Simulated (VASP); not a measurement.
# AgPd2 in VASP: a series of runs

AgPd2 is run at these levels: PBE; tasks: single point, relaxation of cell and atoms.

All numbers are computed with VASP 6.6.1; they aren't measurements. Logs are shortened: lines on timing, memory, paths and dates and some standing lists are left out, and cuts for length are marked.

## (1) The cell of the first run

The typed cell holds 6 atoms: a = 3.774 Å, b = 3.774 Å, c = 8.193 Å, α = 90.00°, β = 90.00°, γ = 90.00°.

## (2) Single point, PBE

Input file INCAR:

```
SYSTEM = AgPd2
  PREC = Accurate
  ENCUT = 520
  EDIFF = 1E-6
  ISMEAR = 0
  SIGMA = 0.1
  LREAL = .False.
  LASPH = .True.
  NELM = 80
  ALGO = Normal
  ISIF = 2
  LWAVE = .False.
  LCHARG = .False.
  GGA = PE
  NBANDS = 40
```

Input file KPOINTS:

```
regular mesh
0
Gamma
  4 4 4
  0 0 0
```

Input file POSCAR:

```
AgPd2
1.0
    3.7739251953      0.0000000000      0.0000000000
    0.0000000000      3.7739251953      0.0000000000
    0.0000000000      0.0000000000      8.1925164072
Ag Pd
2 4
Direct
    0.0000000000      0.0000000000      0.0000000000
    0.5000000000      0.5000000000      0.5000000000
    0.0000000000      0.5000000000      0.2501415767
    0.0000000000      0.5000000000      0.7501415767
    0.5000000000      0.0000000000      0.2498584233
    0.5000000000      0.0000000000      0.7498584233
```

Potentials or basis: VASP PAW PBE potentials, release 64 (Ag, Pd).

On the command line:

```bash
> cat potpaw_PBE.64/Ag/POTCAR potpaw_PBE.64/Pd/POTCAR > POTCAR
> mpirun -np 1 vasp_std > vasp.out
```

OUTCAR:

```text
SYSTEM = AgPd2
   PREC = Accurate
   ENCUT = 520
   EDIFF = 1E-6
   ISMEAR = 0
   LREAL = .False.
   LASPH = .True.
   NELM = 80
   ISIF = 2
   GGA = PE

 ion  position               nearest neighbor table
   1  0.000  0.000  0.000-   4 2.78   5 2.78   4 2.78   5 2.78   3 2.79   3 2.79   6 2.79   6 2.79

   2  0.500  0.500  0.500-   3 2.78   6 2.78   6 2.78   3 2.78   5 2.79   5 2.79   4 2.79   4 2.79

   3  0.000  0.500  0.250-   5 2.67   5 2.67   5 2.67   5 2.67   2 2.78   2 2.78   1 2.79   1 2.79

   4  0.000  0.500  0.750-   6 2.67   6 2.67   6 2.67   6 2.67   1 2.78   1 2.78   2 2.79   2 2.79

   5  0.500  0.000  0.250-   3 2.67   3 2.67   3 2.67   3 2.67   1 2.78   1 2.78   2 2.79   2 2.79

   6  0.500  0.000  0.750-   4 2.67   4 2.67   4 2.67   4 2.67   2 2.78   2 2.78   1 2.79   1 2.79

  LATTYP: Found a simple tetragonal cell.
 ALAT       =     3.7739251953
 C/A-ratio  =     2.1708210903

  Lattice vectors:

 A1 = (   3.7739251953,   0.0000000000,   0.0000000000)
 A2 = (   0.0000000000,   3.7739251953,   0.0000000000)
 A3 = (   0.0000000000,   0.0000000000,   8.1925164072)

Analysis of symmetry for initial positions (statically):
=====================================================================
 Subroutine PRICEL returns:
 Original cell was already a primitive cell.

 Routine SETGRP: Setting up the symmetry group for a
 simple tetragonal supercell.

 Subroutine GETGRP returns: Found 16 space group operations
 (whereof  8 operations were pure point group operations)
 out of a pool of 16 trial point group operations.

The static configuration has the point symmetry D_2d.
 The point group associated with its full space group is D_4h.

Analysis of symmetry for dynamics (positions and initial velocities):
=====================================================================
 Subroutine PRICEL returns:
 Original cell was already a primitive cell.

 Routine SETGRP: Setting up the symmetry group for a
 simple tetragonal supercell.

 Subroutine GETGRP returns: Found 16 space group operations
 (whereof  8 operations were pure point group operations)
 out of a pool of 16 trial point group operations.

The dynamic configuration has the point symmetry D_2d.
 The point group associated with its full space group is D_4h.

 Subroutine INISYM returns: Found 16 space group operations
 (whereof  8 operations are pure point group operations),
[... 96 lines left out ...]
   NELM   =     80;   NELMIN=  2; NELMDL= -5     # of ELM steps
   EDIFF  = 0.1E-05   stopping-criterion for ELM
   LREAL  =      F    real-space projection
   EDIFFG = 0.1E-04   stopping-criterion for IOM
   NSW    =      0    number of steps for IOM
   IBRION =     -1    ionic relax: 0-MD 1-quasi-New 2-CG
   NFREE  =      0    steps in history (QN), initial steepest desc. (CG)
   ISIF   =      2    stress and relaxation
   ISYM   =      2    0-nonsym 1-usesym 2-fastsym
   POTIM  = 0.5000    time-step for ionic-motion
   TEBEG  =    0.0;   TEEND  =   0.0 temperature during run
   PSTRESS=    0.0 pullay stress
   NELECT =      62.0000    total number of electrons
   NUPDOWN=      -1.0000    fix difference up-down
   EMIN   =  10.00;   EMAX   =-10.00  energy-range for DOS
   EFERMI =   0.00;   METHOD = LEGACY
   ISMEAR =     0;   SIGMA  =   0.10  broadening in eV -4-tet -1-fermi 0-gaus
   EFERMI_NEDOS =   21; number of points for ismear=-14 and -15
   IALGO  =     38    algorithm
   IMIX   =      4    mixing-type and parameters
     AMIX     =   0.40;   BMIX     =  1.00
     AMIX_MAG =   1.60;   BMIX_MAG =  1.00
  volume/ion in A,a.u.               =      19.45       131.23
  Fermi-wavevector in a.u.,A,eV,Ry     =   1.325981  2.505741 23.922126  1.758227
  Thomas-Fermi vector in A             =   2.455402
   LORBIT       =      0    0 simple, 1 ext, 2 COOP (PROOUT), +10 PAW based schemes
   GGA     = PE    functional components
   LHFCALC =     F    Hartree Fock is set to
   AEXX    =    0.0000 exact exchange contribution
   IVDW    =     0    specifies the selected vdW correction
   LEPSILON=     F    determine dielectric tensor
   LRPA    =     F    only Hartree local field effects (RPA)
 non-spin polarized calculation
 Gauss-broadening in eV      SIGMA  =   0.10
  energy-cutoff  :      520.00
  volume of cell :      116.68
 maximum number of plane-waves:      3172
   NGX = 15   NGY = 15   NGZ = 31

 number of electron      61.9999985 magnetization

 Free energy of the ion-electron system (eV)
  ---------------------------------------------------
  ext. energy  EPLUGINS =         0.00000000
  ---------------------------------------------------
  free energy    TOTEN  =       -23.97504419 eV

  energy without entropy =      -23.92986382  energy(sigma->0) =      -23.95245400

 E-fermi :   6.0442     XC(G=0): -11.2707

 val. band max:        6.0312371014   @ k =   0.2500   0.0000   0.2500
 cond. band min:       6.0471228016   @ k =   0.2500   0.2500   0.2500
 fundamental gap:      0.0158857002
 Fermi energy:         6.0442168526

 k-point     1 :       0.0000    0.0000    0.0000
  band No.  band energies     occupation
      1       0.1338      2.00000
      2       0.9601      2.00000
      3       1.4818      2.00000
      4       1.5343      2.00000
      5       1.5343      2.00000
      6       1.6875      2.00000
[... 763 lines left out ...]
     39      14.2429      0.00000
     40      14.2429      0.00000

------------------------ aborting loop because EDIFF is reached ----------------------------------------

  FORCE on cell =-STRESS in cart. coord.  units (eV):
  Direction    XX          YY          ZZ          XY          YZ          ZX
  --------------------------------------------------------------------------------------
  -------------------------------------------------------------------------------------
  Total       -0.2975679     -0.2975679     -0.1514810      0.0000000      0.0000000      0.0000000
  in kB       -4.0859475     -4.0859475     -2.0800066      0.0000000      0.0000000      0.0000000
  external PRESSURE =      -3.4173006 kB  Pullay stress =       0.0000000 kB

 VOLUME and BASIS-vectors are now :
 -----------------------------------------------------------------------------
  energy-cutoff  :      520.00
  volume of cell :      116.68
      direct lattice vectors                 reciprocal lattice vectors
     3.773925195  0.000000000  0.000000000     0.264976105  0.000000000  0.000000000
     0.000000000  3.773925195  0.000000000     0.000000000  0.264976105  0.000000000
     0.000000000  0.000000000  8.192516407     0.000000000  0.000000000  0.122062618

 POSITION                                       TOTAL-FORCE (eV/Angst)
 -----------------------------------------------------------------------------------
      0.00000      0.00000      0.00000         0.000000      0.000000      0.000000
      1.88696      1.88696      4.09626         0.000000     -0.000000      0.000000
      0.00000      1.88696      2.04929         0.000000     -0.000000     -0.000791
      0.00000      1.88696      6.14555        -0.000000     -0.000000     -0.000791
      1.88696      0.00000      2.04697        -0.000000     -0.000000      0.000791
      1.88696      0.00000      6.14323         0.000000     -0.000000      0.000791
 -----------------------------------------------------------------------------------
    total drift:                                0.000000     -0.000000      0.000000

  FREE ENERGIE OF THE ION-ELECTRON SYSTEM (eV)
  ---------------------------------------------------
  free  energy   TOTEN  =       -23.9750441860 eV

  energy  without entropy=      -23.9298638204  energy(sigma->0) =      -23.95245400
```

OSZICAR:

```text
N       E                     dE             d eps       ncg     rms          rms(c)
DAV:   1     0.405370214036E+03    0.40537E+03   -0.30911E+04  1448   0.148E+03
DAV:   2    -0.144175330290E+02   -0.41979E+03   -0.39552E+03  1520   0.333E+02
DAV:   3    -0.251066374186E+02   -0.10689E+02   -0.10408E+02  1664   0.576E+01
DAV:   4    -0.252053612672E+02   -0.98724E-01   -0.98682E-01  1640   0.522E+00
DAV:   5    -0.252073255795E+02   -0.19643E-02   -0.19643E-02  1672   0.812E-01    0.124E+01
DAV:   6    -0.241409928201E+02    0.10663E+01   -0.58182E+00  1512   0.270E+01    0.966E+00
DAV:   7    -0.240051510359E+02    0.13584E+00   -0.93854E-01  1544   0.113E+01    0.458E+00
DAV:   8    -0.239809518851E+02    0.24199E-01   -0.82948E-02  1552   0.330E+00    0.195E+00
DAV:   9    -0.239755765559E+02    0.53753E-02   -0.24061E-02  1608   0.173E+00    0.306E-01
DAV:  10    -0.239750716363E+02    0.50492E-03   -0.35351E-03  1608   0.697E-01    0.717E-02
DAV:  11    -0.239750537382E+02    0.17898E-04   -0.24354E-04  1616   0.108E-01    0.309E-02
DAV:  12    -0.239750417582E+02    0.11980E-04   -0.38793E-05  1584   0.749E-02    0.910E-03
DAV:  13    -0.239750446969E+02   -0.29387E-05   -0.10796E-05  1584   0.202E-02    0.378E-03
DAV:  14    -0.239750441860E+02    0.51089E-06   -0.14032E-06  1000   0.903E-03
   1 F= -.23975044E+02 E0= -.23952454E+02  d E =-.451804E-01
```

stdout:

```text
POSCAR found type information on POSCAR AgPd
 POSCAR found :  2 types and       6 ions
 scaLAPACK will be used
 LDA part: xc-table for (Slater+PW92), standard interpolation
 POSCAR, INCAR and KPOINTS ok, starting setup
 FFT: planning ... GRIDC
 FFT: planning ... GRID_SOFT
 FFT: planning ... GRID
 WAVECAR not read
 entering main loop
```

It took 41 s on 1 thread of Intel Xeon 6975P-C (Granite Rapids), shared host; peak memory 0.25 GiB.

Results:

```
Free energy            : -23.9750 eV
Pressure               : -0.3 GPa
Band gap on the k mesh : zero (bands 31 and 32 overlap by 1.80 eV)
```

Levels at points of the mesh, in eV from the Fermi level:
```
           k point  band 28  band 29  band 30  band 31  band 32  band 33
(0.00, 0.00, 0.00)    -0.34    -0.16     0.01     0.04     1.07     1.07
(0.50, 0.00, 0.00)    -1.33    -0.89    -0.89    -0.70    -0.70     1.28
(0.50, 0.50, 0.00)    -0.23    -0.05    -0.05     1.04     1.04     1.93
(0.00, 0.00, 0.50)    -0.39     0.04     0.04     1.07     1.07     1.14
(0.50, 0.00, 0.50)    -1.15    -0.65    -0.65    -0.60    -0.60     0.27
(0.50, 0.50, 0.50)    -0.45    -0.22    -0.22     1.10     1.10     1.75
```

Caveat: the k points lie up to 0.42 Å⁻¹ apart, too coarse for converged energies and pressures of a metal.

## (3) Single point, PBE

This run uses another cell than the first one: it holds 3 atoms, not 6.

Input file INCAR:

```
SYSTEM = AgPd2
PREC     = Accurate       ! precision mode
ENCUT    = 520            ! plane-wave cutoff, eV
EDIFF    = 1E-7           ! SCF threshold, eV
ISMEAR   = 0              ! smearing method
SIGMA    = 0.1            ! smearing width, eV
LREAL    = .False.        ! projectors in reciprocal space
LASPH    = .True.         ! aspherical terms in the spheres
NELM     = 100            ! most SCF steps
ALGO     = Fast           ! electronic algorithm
ISIF     = 2              ! what is computed and relaxed
LWAVE    = .False.        ! write WAVECAR
LCHARG   = .True.         ! write CHGCAR
GGA      = PE             ! functional
LELF     = .True.         ! ELF
LVHAR    = .True.       
NBANDS   = 22             ! bands
```

Input file KPOINTS:

```
regular mesh
0
Gamma
  18 18 18
  0 0 0
```

Input file POSCAR:

```
AgPd2
1.0
   -1.8795648341      1.8795648341      4.0970988337
    1.8795648341     -1.8795648341      4.0970988337
    1.8795648341      1.8795648341     -4.0970988337
Ag Pd
1 2
Direct
    0.0000000000      0.0000000000      0.0000000000
    0.7500000000      0.2500000000      0.5000000000
    0.2500000000      0.7500000000      0.5000000000
```

Potentials or basis: VASP PAW PBE potentials, release 64 (Ag, Pd).

On the command line:

```bash
> cat potpaw_PBE.64/Ag/POTCAR potpaw_PBE.64/Pd/POTCAR > POTCAR
> mpirun -np 1 vasp_std > vasp.out
```

It took 6.7 min on 1 thread of Intel Xeon 6975P-C (Granite Rapids), shared host; peak memory 0.67 GiB.

Results (log left out):

```yaml
Free_energy: -12.0622 eV
Pressure: -0.1 GPa
Band_gap_on_the_k_mesh: zero (an odd number of electrons rules out a gap without spin polarisation)
```

Stress tensor (GPa, compression positive):
```
-0.20  0.00  0.00
 0.00 -0.20  0.00
 0.00  0.00 -0.05
```

Levels at points of the mesh, in eV from the Fermi level:
```
           k point  band 14  band 15  band 16  band 17  band 18  band 19
(0.00, 0.00, 0.00)    -0.30     0.08     1.11     3.70     8.48     8.48
(0.50, 0.00, 0.00)    -1.12    -0.62    -0.55     0.33     4.62     5.78
(0.50, 0.50, 0.00)    -0.19     0.00     1.12     2.00     2.84     3.74
(0.50, 0.50, 0.50)    -0.66    -0.11     0.06     1.11     5.36     5.36
```

## (4) Relaxation of cell and atoms, PBE

This run uses another cell than the first one: it holds 3 atoms, not 6.

Input file INCAR:

```
SYSTEM = AgPd2
ALGO = Fast
EDIFF = 1E-6
EDIFFG = -0.01
ENCUT = 600
GGA = PE
IBRION = 2
ISIF = 3
ISMEAR = 0
LASPH = .TRUE.
LCHARG = .FALSE.
LREAL = .FALSE.
LWAVE = .FALSE.
NELM = 60
NSW = 100
PREC = Accurate
SIGMA = 0.1
```

Input file KPOINTS:

```
k-points
0
G
  20 20 20
  0 0 0
```

Input file POSCAR:

```
AgPd2
1.0
   -1.6498155454      1.6498155454      4.4804241317
    1.6498155454     -1.6498155454      4.4804241317
    1.6498155454      1.6498155454     -4.4804241317
Ag Pd
1 2
Direct
    0.0000000000      0.0000000000      0.0000000000
    0.6700356131      0.6700356131      0.0000000000
    0.3299643869      0.3299643869      0.0000000000
```

On the command line:

```bash
> cat potpaw_PBE.64/Ag/POTCAR potpaw_PBE.64/Pd/POTCAR > POTCAR
> mpirun -np 1 vasp_std > vasp.out
```

It took 39 min on 1 thread of Oxide Virtual Turin-like, shared host; peak memory 0.83 GiB.

Results (log left out):

```yaml
Free_energy: -13.0617 eV
Relaxed_volume: 16.23 Å³/atom
Relaxed_cell: a = 5.048 Å, b = 5.048 Å, c = 5.048 Å, α = 141.87°, β = 141.87°, γ = 55.02°
Space_group_after_relaxing_to_0.1_Å: I4/mmm (No. 139)
Energy_gained_by_relaxing: 0.0 meV/atom
Ionic_steps: 3
Pressure_after_relaxing: 0.0 GPa
Largest_force_after_relaxing: 0.009 eV/Å
Band_gap_on_the_k_mesh: zero (an odd number of electrons rules out a gap without spin polarisation)
```

Forces in eV/Å, atoms in the order of the input:
```
Ag   0.000  0.000  0.000
Pd   0.000  0.000  0.009
Pd   0.000  0.000 -0.009
```

Final structure:
```cif
data_structure
_symmetry_space_group_name_H-M 'P 1'
_symmetry_Int_Tables_number 1
_cell_length_a 5.0482
_cell_length_b 5.0482
_cell_length_c 5.0482
_cell_angle_alpha 141.875
_cell_angle_beta 141.875
_cell_angle_gamma 55.017
_cell_volume 48.68
loop_
_atom_site_label
_atom_site_type_symbol
_atom_site_fract_x
_atom_site_fract_y
_atom_site_fract_z
_atom_site_occupancy
Ag1 Ag 0.00000 0.00000 0.00000 1
Pd1 Pd 0.67007 0.67007 0.00000 1
Pd2 Pd 0.32993 0.32993 0.00000 1
```

Levels at points of the mesh, in eV from the Fermi level:
```
           k point  band 14  band 15  band 16  band 17  band 18  band 19
(0.00, 0.00, 0.00)    -1.38    -0.87    -0.31     4.14     4.21    11.77
(0.50, 0.00, 0.00)    -0.26     0.12     0.14     0.64     1.58     7.07
(0.50, 0.50, 0.00)    -0.62    -0.06     0.90     5.47     5.88     5.91
(0.50, 0.50, 0.50)    -0.22    -0.22    -0.09     0.04     7.65     7.65
```

## (5) The runs side by side

```csv
task,cell,k mesh,cutoff (eV),gap on the mesh (eV),pressure (GPa)
single point,"a = 3.774, b = 3.774, c = 8.193 Å, 6 atoms, atomic positions A",4 × 4 × 4,520,none,-0.3
single point,"a = 4.884 Å, angles 134.7, 134.7, 65.9°, 3 atoms, atomic positions B",18 × 18 × 18,520,none,-0.1
relaxation of cell and atoms,"relaxed from a = 5.052 Å, angles 141.9, 141.9, 55.0°, 3 atoms, atomic positions C",20 × 20 × 20,600,none,0.0
```

Alike in all rows: level PBE; potentials or basis VASP PAW PBE potentials, release 64 (Ag, Pd); no spin polarisation; smearing gaussian 0.1 eV.

Caveats: some runs use coarse meshes.

Total energies depend on the potentials used, so only differences within one code and one set of settings carry meaning.
